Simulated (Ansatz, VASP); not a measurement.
## Two plane-wave programs on ZnS

The input POSCAR:

```
ZnS
1.0
    3.9634387328      0.0000000000      0.0000000000
   -1.9817193664      3.4324386290      0.0000000000
    0.0000000000      0.0000000000      6.7327200000
Zn S
2 2
Direct
    0.3333333333      0.6666666667      0.0000000000
    0.6666666667      0.3333333333      0.5000000000
    0.3333333333      0.6666666667      0.3850000000
    0.6666666667      0.3333333333      0.8850000000
```

INCAR.step1

```
ALGO = Normal
EDIFF = 1E-4
ENCUT = 520
GGA = PE
ISMEAR = 0
LASPH = True
LCHARG = False
LREAL = False
LWAVE = True
NBANDS = 26
NELM = 80
PREC = Accurate
SIGMA = 0.05
```

INCAR.step2

```
ALGO = Normal
EDIFF = 1E-6
ENCUT = 520
ISIF = 2
ISMEAR = 0
ISTART = 1
LASPH = True
LCHARG = False
LMIXTAU = True
LREAL = False
LWAVE = False
METAGGA = R2SCAN
NBANDS = 26
NELM = 80
PREC = Accurate
SIGMA = 0.05
```

The input KPOINTS:

```
k-points
0
Gamma
  6 6 4
```

Input for Ansatz:

```yaml
crystal:
  lattice:
    - [3.9634387328, 0.0, 0.0]
    - [-1.9817193664, 3.432438629, 0.0]
    - [0.0, 0.0, 6.73272]
  atoms:
    - { symbol: Zn, position: [0.3333333333, 0.6666666667, 0.0] }
    - { symbol: Zn, position: [0.6666666667, 0.3333333333, 0.5] }
    - { symbol: S, position: [0.3333333333, 0.6666666667, 0.385] }
    - { symbol: S, position: [0.6666666667, 0.3333333333, 0.885] }
basis:
  ecutwfc: 500
kpoints:
  mp_grid: { grid: [6, 6, 4] }
hamiltonian:
  xc: r2scan
scf:
  occupations: { method: gaussian, width: 0.05 }
output:
  forces: true
  stress: true
  eigenvalues: true
```

Change from the starting cell: strain +0.040 along x and y, +0.080 along z, atoms carried along.

Alike in both runs: task single point; functional r2SCAN; k mesh 6 × 6 × 4; occupations gaussian, width 0.05 eV; no spin polarisation.

```csv
,VASP,Ansatz
version,VASP 6.6.1,Ansatz 0.2.0
potentials or method,"VASP PAW PBE potentials, release 64 (Zn, S), cutoff 520 eV","scalar-relativistic, plane waves, PAW"
valence electrons in the cell,36,36
```

Ansatz gave:

```
gap on the k mesh at the Fermi level (eV)                     : 2.08
least direct gap on the mesh (eV)                             : 2.08
pressure (GPa)                                                : -8.3
traceless stress, the component that is largest in VASP (GPa) : -1.71
rms of the force components (eV/Å)                            : 0.078
```

Q: Which values does VASP return?

A: gap on the k mesh at the Fermi level (eV): 2.08; least direct gap on the mesh (eV): 2.08; pressure (GPa): -8.3; traceless stress, the component that is largest in VASP (GPa): -1.67; rms of the force components (eV/Å): 0.076.

VASP's potentials were made for PBE, not for r2SCAN. Atom by atom the forces differ by 0.002 eV/Å (rms over components).
